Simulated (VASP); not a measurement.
# Pb (Fd-3m) in VASP: further runs, part 2 of 2

VASP 6.6.1.

## (3) Single point, PBE (volume scaled by 0.8)

Contents of INCAR:

```
PREC = Accurate
ENCUT = 520
EDIFF = 1E-6
ISMEAR = -1
SIGMA = 0.1
LREAL = F
LASPH = T
NELM = 100
ALGO = Normal
ISIF = 2
LWAVE = F
LCHARG = T
GGA = PE
LELF = T
LVHAR = T
NBANDS = 21
```

Contents of KPOINTS:

```
Automatic mesh
0
Gamma
  11 11 11
```

Contents of POSCAR:

```
Pb
1.0
    0.0000000000      3.2779551849      3.2779551849
    3.2779551849      0.0000000000      3.2779551849
    3.2779551849      3.2779551849      0.0000000000
Pb
2
Direct
   -0.1250000000     -0.1250000000     -0.1250000000
    0.1250000000      0.1250000000      0.1250000000
```

Potentials or basis: VASP PAW PBE potentials, release 64 (Pb_d).

Run with:

```bash
> cat potpaw_PBE.64/Pb_d/POTCAR > POTCAR
> mpirun -np 1 vasp_std > vasp.out
```

OUTCAR:

```text
PREC = Accurate
   ENCUT = 520
   EDIFF = 1E-6
   ISMEAR = -1
   LREAL = F
   LASPH = T
   NELM = 100
   ISIF = 2
   GGA = PE

 ion  position               nearest neighbor table
   1  0.875  0.875  0.875-   2 2.84   2 2.84   2 2.84   2 2.84
   2  0.125  0.125  0.125-   1 2.84   1 2.84   1 2.84   1 2.84

  LATTYP: Found a face centered cubic cell.
 ALAT       =     6.5559103698

  Lattice vectors:

 A1 = (   0.0000000000,   3.2779551849,   3.2779551849)
 A2 = (   3.2779551849,   0.0000000000,   3.2779551849)
 A3 = (   3.2779551849,   3.2779551849,   0.0000000000)

Analysis of symmetry for initial positions (statically):
=====================================================================
 Subroutine PRICEL returns:
 Original cell was already a primitive cell.

 Routine SETGRP: Setting up the symmetry group for a
 face centered cubic supercell.

 Subroutine GETGRP returns: Found 48 space group operations
 (whereof 12 operations were pure point group operations)
 out of a pool of 48 trial point group operations.

The static configuration has the point symmetry D_3d.
 The point group associated with its full space group is O_h .

Analysis of symmetry for dynamics (positions and initial velocities):
=====================================================================
 Subroutine PRICEL returns:
 Original cell was already a primitive cell.

 Routine SETGRP: Setting up the symmetry group for a
 face centered cubic supercell.

 Subroutine GETGRP returns: Found 48 space group operations
 (whereof 12 operations were pure point group operations)
 out of a pool of 48 trial point group operations.

The dynamic configuration has the point symmetry D_3d.
 The point group associated with its full space group is O_h .

 Subroutine INISYM returns: Found 48 space group operations
 (whereof 12 operations are pure point group operations),
 and found     1 'primitive' translations

----------------------------------------------------------------------------------------

                                     Primitive cell

  volume of cell :      70.4432

  direct lattice vectors                    reciprocal lattice vectors
     0.000000000  3.277955185  3.277955185    -0.152534117  0.152534117  0.152534117
     3.277955185  0.000000000  3.277955185     0.152534117 -0.152534117  0.152534117
     3.277955185  3.277955185  0.000000000     0.152534117  0.152534117 -0.152534117

  length of vectors
     4.635728679  4.635728679  4.635728679     0.264196841  0.264196841  0.264196841

  position of ions in fractional coordinates (direct lattice)
     0.875000000  0.875000000  0.875000000
     0.125000000  0.125000000  0.125000000

  ion indices of the primitive-cell ions
   primitive index   ion index
                 1           1
                 2           2

----------------------------------------------------------------------------------------

 KPOINTS: Automatic mesh

Automatic generation of k-mesh.
 Grid dimensions read from file:
 generate k-points for:   11   11   11

 Generating k-lattice:

  Cartesian coordinates                     Fractional coordinates (reciprocal lattice)
    -0.013866738  0.013866738  0.013866738     0.090909091  0.000000000  0.000000000
     0.013866738 -0.013866738  0.013866738     0.000000000  0.090909091  0.000000000
     0.013866738  0.013866738 -0.013866738     0.000000000  0.000000000  0.090909091

  Length of vectors
     0.024017895  0.024017895  0.024017895

  Shift w.r.t. Gamma in fractional coordinates (k-lattice)
     0.000000000  0.000000000  0.000000000

 Subroutine IBZKPT returns following result:
 ===========================================

 Found     56 irreducible k-points:

 Following reciprocal coordinates:
            Coordinates               Weight
  0.000000  0.000000  0.000000      1.000000
  0.090909  0.000000  0.000000      8.000000
  0.181818  0.000000  0.000000      8.000000
  0.272727  0.000000  0.000000      8.000000
  0.363636  0.000000  0.000000      8.000000
  0.454545  0.000000  0.000000      8.000000
[... 16 lines left out ...]
 -0.272727  0.181818  0.000000     24.000000
 -0.181818  0.181818  0.000000     12.000000
 [... further k-points ...]
   k-points           NKPTS =     56   k-points in BZ     NKDIM =     56   number of bands    NBANDS=     21
   number of dos      NEDOS =    301   number of ions     NIONS =      2
   total plane-waves  NPLWV =  46656
   dimension x,y,z NGX =    36 NGY =   36 NGZ =   36
   dimension x,y,z NGXF=    72 NGYF=   72 NGZF=   72
   ions per type =               2
   NGX,Y,Z   is equivalent  to a cutoff of  12.91, 12.91, 12.91 a.u.
   NGXF,Y,Z  is equivalent  to a cutoff of  25.82, 25.82, 25.82 a.u.
 SYSTEM =  unknown system
   PREC   = accura    normal or accurate (medium, high low for compatibility)
   ISTART =      0    job   : 0-new  1-cont  2-samecut
   ICHARG =      2    charge: 1-file 2-atom 10-const
   ISPIN  =      1    spin polarized calculation?
   LNONCOLLINEAR =      F non collinear calculations
   LSORBIT =      F    spin-orbit coupling
   LASPH  =      T    aspherical Exc in radial PAW
   ENCUT  =  520.0 eV  38.22 Ry    6.18 a.u.   8.62  8.62  8.62*2*pi/ulx,y,z
   NELM   =    100;   NELMIN=  2; NELMDL= -5     # of ELM steps
   EDIFF  = 0.1E-05   stopping-criterion for ELM
   LREAL  =      F    real-space projection
   EDIFFG = 0.1E-04   stopping-criterion for IOM
   NSW    =      0    number of steps for IOM
   IBRION =     -1    ionic relax: 0-MD 1-quasi-New 2-CG
   NFREE  =      0    steps in history (QN), initial steepest desc. (CG)
   ISIF   =      2    stress and relaxation
   ISYM   =      2    0-nonsym 1-usesym 2-fastsym
   POTIM  = 0.5000    time-step for ionic-motion
   TEBEG  =    0.0;   TEEND  =   0.0 temperature during run
   PSTRESS=    0.0 pullay stress
   NELECT =      28.0000    total number of electrons
   NUPDOWN=      -1.0000    fix difference up-down
   EMIN   =  10.00;   EMAX   =-10.00  energy-range for DOS
   EFERMI =   0.00;   METHOD = LEGACY
   ISMEAR =    -1;   SIGMA  =   0.10  broadening in eV -4-tet -1-fermi 0-gaus
   EFERMI_NEDOS =   21; number of points for ismear=-14 and -15
   IALGO  =     38    algorithm
   IMIX   =      4    mixing-type and parameters
     AMIX     =   0.40;   BMIX     =  1.00
     AMIX_MAG =   1.60;   BMIX_MAG =  1.00
  volume/ion in A,a.u.               =      35.22       237.69
  Fermi-wavevector in a.u.,A,eV,Ry     =   1.203690  2.274643 19.713054  1.448869
  Thomas-Fermi vector in A             =   2.339436
   LORBIT       =      0    0 simple, 1 ext, 2 COOP (PROOUT), +10 PAW based schemes
   GGA     = PE    functional components
   LHFCALC =     F    Hartree Fock is set to
   AEXX    =    0.0000 exact exchange contribution
   IVDW    =     0    specifies the selected vdW correction
   LEPSILON=     F    determine dielectric tensor
   LRPA    =     F    only Hartree local field effects (RPA)
 non-spin polarized calculation
  energy-cutoff  :      520.00
  volume of cell :       70.44
 maximum number of plane-waves:      1917
   NGX = 17   NGY = 17   NGZ = 17

 number of electron      28.0000000 magnetization

 Free energy of the ion-electron system (eV)
  ---------------------------------------------------
  ext. energy  EPLUGINS =         0.00000000
  ---------------------------------------------------
  free energy    TOTEN  =        -6.19113031 eV

  energy without entropy =       -6.17829726  energy(sigma->0) =       -6.18471378

 E-fermi :   5.7956     XC(G=0):  -9.0648

 val. band max:        5.7283119871   @ k =   0.0909   0.0909   0.0000
 cond. band min:       5.9498003780   @ k =  -0.4545   0.0909   0.0000
 fundamental gap:      0.2214883909
 Fermi energy:         5.7956394564

 k-point     1 :       0.0000    0.0000    0.0000
  band No.  band energies     occupation
      1     -11.8062      2.00000
      2     -11.8062      2.00000
      3     -11.8062      2.00000
      4     -11.7037      2.00000
      5     -11.7037      2.00000
      6     -11.0910      2.00000
[... 13 lines left out ...]
     20      13.8191      0.00000
     21      13.8191      0.00000
[... 529 lines left out ...]
 k-point    24 :      -0.1818    0.1818    0.0000
  band No.  band energies     occupation
      1     -11.8836      2.00000
      2     -11.8745      2.00000
      3     -11.7611      2.00000
      4     -11.6204      2.00000
      5     -11.5594      2.00000
      6     -11.2303      2.00000
[... 13 lines left out ...]
     20      13.1024      0.00000
     21      13.6602      0.00000

 [... further k-points ...]

------------------------ aborting loop because EDIFF is reached ----------------------------------------

  FORCE on cell =-STRESS in cart. coord.  units (eV):
  Direction    XX          YY          ZZ          XY          YZ          ZX
  --------------------------------------------------------------------------------------
  -------------------------------------------------------------------------------------
  Total        4.1816334      4.1816334      4.1816334     -0.0000000      0.0000000      0.0000000
  in kB       95.1081000     95.1081000     95.1081000     -0.0000000      0.0000000      0.0000000
  external PRESSURE =      95.1081000 kB  Pullay stress =       0.0000000 kB

 VOLUME and BASIS-vectors are now :
 -----------------------------------------------------------------------------
  energy-cutoff  :      520.00
  volume of cell :       70.44
      direct lattice vectors                 reciprocal lattice vectors
     0.000000000  3.277955185  3.277955185    -0.152534117  0.152534117  0.152534117
     3.277955185  0.000000000  3.277955185     0.152534117 -0.152534117  0.152534117
     3.277955185  3.277955185  0.000000000     0.152534117  0.152534117 -0.152534117

 POSITION                                       TOTAL-FORCE (eV/Angst)
 -----------------------------------------------------------------------------------
      5.73642      5.73642      5.73642        -0.000000     -0.000000     -0.000000
      0.81949      0.81949      0.81949         0.000000      0.000000      0.000000
 -----------------------------------------------------------------------------------
    total drift:                                0.000000      0.000000      0.000000

  FREE ENERGIE OF THE ION-ELECTRON SYSTEM (eV)
  ---------------------------------------------------
  free  energy   TOTEN  =        -6.1911303069 eV

  energy  without entropy=       -6.1782972598  energy(sigma->0) =       -6.18471378
```

stdout:

```text
POSCAR found type information on POSCAR Pb
 POSCAR found :  1 types and       2 ions
 scaLAPACK will be used
 LDA part: xc-table for (Slater+PW92), standard interpolation
 POSCAR, INCAR and KPOINTS ok, starting setup
 FFT: planning ... GRIDC
 FFT: planning ... GRID_SOFT
 FFT: planning ... GRID
 WAVECAR not read
 entering main loop
```

Wall time 47 s (1 thread of AMD EPYC 9R45 (Zen 5), shared host); peak memory 0.2 GiB.

What came out:

* Free energy: -6.1911 eV
* Pressure: 9.5 GPa
* Band gap on the k mesh: zero (band 14 reaches 6.24 eV, above the bottom of band 15 at 4.90 eV)

Caveat: spin-orbit coupling is left out, which moves the levels of the heavy elements.

## (4) Single point, PBE (volume scaled by 0.8)

Contents of INCAR:

```
SYSTEM = Pb
ALGO     = Normal         ! electronic algorithm
EDIFF    = 1E-6           ! SCF threshold, eV
ENCUT    = 520            ! plane-wave cutoff, eV
GGA      = PE             ! functional
ISIF     = 2              ! what is computed and relaxed
ISMEAR   = -1             ! smearing method
LASPH    = .TRUE.         ! aspherical terms in the spheres
LCHARG   = .FALSE.        ! write CHGCAR
LREAL    = .FALSE.        ! projectors in reciprocal space
LWAVE    = .FALSE.        ! write WAVECAR
NBANDS   = 21             ! bands
NELM     = 60             ! most SCF steps
PREC     = Accurate       ! precision mode
SIGMA    = 0.1            ! smearing width, eV
```

Contents of KPOINTS:

```
k-points
0
G
  11 11 11
  0 0 0
```

POSCAR is that of step 3.

Run with:

```bash
> cat potpaw_PBE.64/Pb_d/POTCAR > POTCAR
> mpirun -np 1 vasp_std > vasp.out
```

Run time: 43 s. Hardware: 1 thread of AMD EPYC 9R45 (Zen 5), shared host; peak memory 0.2 GiB.

It converged, with:

```
Free energy            : -6.1911 eV
Pressure               : 9.5 GPa
Band gap on the k mesh : zero (band 14 reaches 6.24 eV, above the bottom of band 15 at 4.90 eV)
```

Levels at points of the mesh, in eV from the Fermi level:
| k point | band 10 | band 11 | band 12 | band 13 | band 14 | band 15 | band 16 | band 17 | band 18 | band 19 |
| --- | --- | --- | --- | --- | --- | --- | --- | --- | --- | --- |
| (0.00, 0.00, 0.00) | -16.82 | -12.12 | -3.13 | 0.45 | 0.45 | 0.45 | 2.48 | 2.48 | 2.48 | 4.14 |

Caveat: spin-orbit coupling is left out, which moves the levels of the heavy elements.
